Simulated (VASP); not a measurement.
Mo: relaxation of cell and atoms with LDA

The system is Mo.

```
CELL_PARAMETERS angstrom
0.00000 2.76083 2.76083
2.76083 0.00000 2.76083
2.76083 2.76083 0.00000
ATOMIC_POSITIONS crystal
Mo 0.12500 0.12500 0.12500
Mo 0.87500 0.87500 0.87500
```

```yaml
Program: VASP 6.6.1
Task: relaxation of cell and atoms
Functional: LDA
Potentials_or_basis: VASP PAW LDA potentials, release 64 (Mo_sv)
Cutoff: 600 eV
k_mesh: 10 × 10 × 10
Occupations: fermi-dirac, width 0.1 eV
Spin: no spin polarisation
Dipole_correction: no
Further_INCAR_settings: ALGO = Normal; EDIFF = 1e-06; IBRION = 2; EDIFFG = -0.01; NSW = 80; ISIF = 3
```

- Relaxed volume: 21.73 Å³/atom
- Relaxed cell: a = 3.946 Å, b = 3.946 Å, c = 3.946 Å, α = 60.00°, β = 60.00°, γ = 60.00°
- Space group after relaxing (to 0.05 Å): Fd-3m (No. 227)
- Energy gained by relaxing: 8.6 meV/atom
- Ionic steps: 3
- Pressure after relaxing: 0.0 GPa
- Band gap on the k mesh: zero (band 14 reaches 7.63 eV, above the bottom of band 15 at 7.08 eV)

Step by step:
| step | energy change (eV) | largest force (eV/Å) | pressure (GPa) | volume (Å³) |
| --- | --- | --- | --- | --- |
| 1 | 0.0000 | 0.0000 | 4.19 | 42.09 |
| 2 | 0.0187 | 0.0000 | -5.27 | 45.53 |
| 3 | -0.0172 | 0.0000 | -0.05 | 43.45 |

Final structure:
```
Mo
1.0
     0.00000    2.79036    2.79036
     2.79036    0.00000    2.79036
     2.79036    2.79036    0.00000
Mo
2
Direct
  0.12500 0.12500 0.12500
  0.87500 0.87500 0.87500
```

Levels at points of the mesh, in eV from the Fermi level:
```
           k point  band 11  band 12  band 13  band 14  band 15  band 16  band 17  band 18
(0.00, 0.00, 0.00)    -2.45    -1.39    -1.39    -1.39     1.36     1.36     1.36     4.65
(0.50, 0.00, 0.00)    -2.18    -2.18    -1.72    -1.72     0.46     2.42     2.42     3.86
(0.50, 0.50, 0.00)    -1.67    -1.67     0.10     0.10     0.52     0.52     4.19     4.19
```

It took 39 s on 1 thread of AMD EPYC 9R45 96-Core Processor (Zen 5) (shared host), peak memory 0.15 GiB.
